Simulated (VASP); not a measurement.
Set up this calculation in VASP 6.6.1, as the native input.

* Task: single point
* Functional: PBE
* Potentials or basis: VASP PAW PBE potentials, release 64 (Ti_sv)
* Cutoff: 520 eV
* k mesh: 28 × 28 × 28
* Occupations: gaussian, width 0.15 eV
* Spin: no spin polarisation
* Dipole correction: no
* Further INCAR settings: ALGO = Normal; EDIFF = 1e-06; NBANDS = 12

The structure of Ti lies in POSCAR:

```
Ti
1.0
   -1.6277527636      1.6277527636      1.6277527636
    1.6277527636     -1.6277527636      1.6277527636
    1.6277527636      1.6277527636     -1.6277527636
Ti
1
Direct
    0.0000000000      0.0000000000      0.0000000000
```

These files were run (other wordings do the same):

INCAR

```
PREC = Accurate
ENCUT = 520
EDIFF = 1E-6
ISMEAR = 0
SIGMA = 0.15
LREAL = F
LASPH = T
NELM = 60
ALGO = Normal
ISIF = 2
LWAVE = F
LCHARG = F
GGA = PE
NBANDS = 12
```

KPOINTS

```
Automatic mesh
0
Gamma
  28 28 28
```

Potentials or basis: VASP PAW PBE potentials, release 64 (Ti_sv).

Run with:

```console
$ cat potpaw_PBE.64/Ti_sv/POTCAR > POTCAR
$ mpirun -np 1 vasp_std > vasp.out
```

Results of the run:

```
Pressure               : -0.2 GPa
Band gap on the k mesh : zero (band 6 reaches 9.16 eV, above the bottom of band 7 at 7.50 eV)
```

Wall time 2.5 min on 1 thread of Intel Xeon 8259CL, on a shared host, peak memory 0.24 GiB.
